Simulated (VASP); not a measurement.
Crystal: CdSe.

```
Cd Se
1.0
     0.00000    2.87396    2.87396
     2.87396    0.00000    2.87396
     2.87396    2.87396    0.00000
Cd Se
1 1
Direct
  0.00000 0.00000 0.00000
  0.50000 0.50000 0.50000
```

| Item | Value |
| --- | --- |
| Program | VASP 6.6.1 |
| Task | relaxation of cell and atoms |
| Functional | RPBE |
| Potentials or basis | VASP PAW PBE potentials, release 64 (Cd, Se) |
| Cutoff | 600 eV |
| k mesh | 8 × 8 × 8 |
| Occupations | fermi-dirac, width 0.05 eV |
| Spin | no spin polarisation |

At the start: pressure 2.2 GPa; volume 23.74 Å³/atom.

**Question.** Where does the relaxation end?

**Answer.** Over 3 steps the energy falls by 6.1 meV/atom and the volume is 24.66 Å³/atom (+3.9 %); space group Fm-3m (No. 225, to 0.1 Å) before and after.

Step by step:
```csv
step,energy change (eV),largest force (eV/Å),pressure (GPa),volume (Å³)
1,0.0000,0.0000,2.19,47.48
2,-0.0116,0.0000,-0.43,49.74
3,-0.0121,0.0000,0.02,49.32
```

Final structure:
```yaml
crystal:
  lattice:
    - [0.00000, 2.91073, 2.91073]
    - [2.91073, 0.00000, 2.91073]
    - [2.91073, 2.91073, 0.00000]
  atoms:
    - { symbol: Cd, position: [0.00000, 0.00000, 0.00000] }
    - { symbol: Se, position: [0.50000, 0.50000, 0.50000] }
```

Caveat: the PAW data sets were made with another functional, which shifts forces and pressure a little.
